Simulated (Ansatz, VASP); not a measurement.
V in VASP and in Ansatz

Contents of INCAR:

```
SYSTEM = V
ALGO = Normal
EDIFF = 1E-6
ENCUT = 500
GGA = PS
GGA_COMPAT = .False.
ISIF = 2
ISMEAR = 0
LASPH = .True.
LCHARG = .False.
LREAL = .False.
LWAVE = .False.
NBANDS = 12
NELM = 120
PREC = Accurate
SIGMA = 0.1
```

File KPOINTS:

```
k-points
0
Gamma
  8 8 8
  0 0 0
```

The input POSCAR:

```
V
1.0
   -1.4795630796      1.4795630796      1.4795630796
    1.4795630796     -1.4795630796      1.4795630796
    1.4795630796      1.4795630796     -1.4795630796
V
1
Direct
    0.0000000000      0.0000000000      0.0000000000
```

Input for Ansatz:

```yaml
crystal:
  lattice:
    - [-1.4795630796, 1.4795630796, 1.4795630796]
    - [1.4795630796, -1.4795630796, 1.4795630796]
    - [1.4795630796, 1.4795630796, -1.4795630796]
  atoms:
    - { symbol: V, position: [0.0, 0.0, 0.0] }
basis:
  ecutwfc: 420
kpoints:
  mp_grid: { grid: [8, 8, 8] }
hamiltonian:
  xc: pbesol
  pseudopotentials: { kind: paw, azcp: { folder: soft_1 } }
scf:
  occupations: { method: gaussian, width: 0.1 }
output:
  forces: true
  stress: true
  eigenvalues: true
```

Alike in both runs: task single point; functional PBEsol; k mesh 8 × 8 × 8; occupations gaussian, width 0.1 eV; no spin polarisation.

```csv
,VASP,Ansatz
version,VASP 6.6.1,Ansatz 0.2.0
potentials or method,"VASP PAW PBE potentials, release 64 (V_sv), cutoff 500 eV","scalar-relativistic, plane waves, PAW"
valence electrons in the cell,13,13
```

|  | VASP | Ansatz | Ansatz less VASP |
| --- | --- | --- | --- |
| gap on the k mesh at the Fermi level (eV) | none | none | - |
| pressure (GPa) | -1.4 | -1.5 | -0.06 |

VASP's potentials were made for PBE, not for PBEsol, and Ansatz warns of the same on its side. A gap of «none» marks a metal or a gap that the smearing closes.

The k mesh is coarse, so the values compare programs but aren't converged.
